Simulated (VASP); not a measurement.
**ZnS: single point with PBE**

ZnS:

```
Zn S
1.0
     0.00250    0.00129    3.86900
     6.63319    0.00133    0.00440
     0.00142    6.61499    0.00249
Zn S
4 4
Direct
  0.99808 0.67668 0.67405
  0.49899 0.17700 0.82624
  0.50018 0.82299 0.17376
  0.00275 0.32326 0.32594
  0.49780 0.81631 0.81246
  0.50275 0.18374 0.18755
  0.00037 0.68382 0.31256
  0.99908 0.31620 0.68744
```

```json
{
  "Program": "VASP 6.6.1",
  "Task": "single point",
  "Functional": "PBE",
  "Potentials or basis": "VASP PAW PBE potentials, release 64 (Zn, S)",
  "Cutoff": "520 eV",
  "k mesh": "4 × 2 × 2",
  "Occupations": "gaussian, width 0.1 eV",
  "Spin": "no spin polarisation",
  "Dipole correction": "no",
  "Further INCAR settings": "ALGO = Normal; EDIFF = 1e-06; NBANDS = 46"
}
```

```json
{
 "Pressure": "0.1 GPa",
 "Largest force": "0.016 eV/Å",
 "Band gap on the k mesh": "2.16 eV, direct"
}
```

Forces in eV/Å, atoms in the order of the input:
```
Zn   0.003 -0.001  0.003
Zn  -0.004 -0.001  0.005
Zn   0.004  0.001  0.001
Zn   0.000  0.002 -0.009
S   -0.013 -0.008  0.005
S    0.010  0.006 -0.008
S    0.009 -0.007  0.000
S   -0.011  0.007  0.003
```

Levels at points of the mesh, in eV from the valence-band top:
```
           k point  band 33  band 34  band 35  band 36  band 37  band 38  band 39  band 40
(0.00, 0.00, 0.00)    -0.22    -0.03     0.00     0.00     2.16     3.50     3.54     3.56
(0.50, 0.00, 0.00)    -1.59    -1.59    -1.42    -1.42     4.53     4.54     5.26     5.26
(0.00, 0.50, 0.00)    -0.51    -0.51    -0.44    -0.44     3.56     3.56     3.98     3.98
(0.50, 0.50, 0.00)    -1.46    -1.46    -0.87    -0.87     3.90     3.90     4.52     4.54
(0.00, 0.00, 0.50)    -0.50    -0.50    -0.45    -0.44     3.53     3.53     3.96     3.97
(0.50, 0.00, 0.50)    -1.45    -1.45    -0.88    -0.87     3.94     3.94     4.55     4.56
(0.00, 0.50, 0.50)    -0.93    -0.92    -0.88    -0.88     3.90     3.90     4.40     4.41
(0.50, 0.50, 0.50)    -1.25    -1.25    -1.13    -1.13     3.24     3.24     4.29     4.29
```

Wall time 71 s on 1 thread of Intel(R) Xeon(R) 6975P-C (Granite Rapids), with other jobs on the host, peak memory 0.28 GiB.

Caveat: the k points lie up to 0.47 Å⁻¹ apart. PBE gaps usually lie below the measured ones, often by a third to a half.
